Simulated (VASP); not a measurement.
A run of VASP 6.6.1:

The input INCAR:

```
ALGO = Fast ; EDIFF = 1E-7
ENCUT = 520 ; GGA = PS
ISIF = 2 ; ISMEAR = 0
LASPH = T ; LCHARG = F
LREAL = F ; LWAVE = F
NBANDS = 14 ; NELM = 80
PREC = Accurate ; SIGMA = 0.15
```

KPOINTS

```
k-points
0
Gamma
  18 18 16
```

POSCAR

```
AlNi
1.0
    1.9774678800     -1.9531901500      0.0000000000
    1.9774678800      1.9531901500      0.0000000000
    0.0000000000      0.0000000000      3.0994300413
Al Ni
1 1
Direct
    0.0000000000      0.0000000000      0.0000000000
    0.5000000000      0.5000000000      0.5000000000
```

Potentials or basis: VASP PAW PBE potentials, release 64 (Al, Ni).

Launch:

```bash
$ cat potpaw_PBE.64/Al/POTCAR potpaw_PBE.64/Ni/POTCAR > POTCAR
$ mpirun -np 1 vasp_std > vasp.out
```

Hardware: 1 thread of AMD EPYC 7R13 Processor (Zen 3) (shared host).

Problem. How long does it take, and how much memory?

Solution. Wall time 4.7 min on 1 thread of AMD EPYC 7R13 Processor (Zen 3), on a shared host, peak memory 0.34 GiB. Counts: scf iterations 16, k points 819.
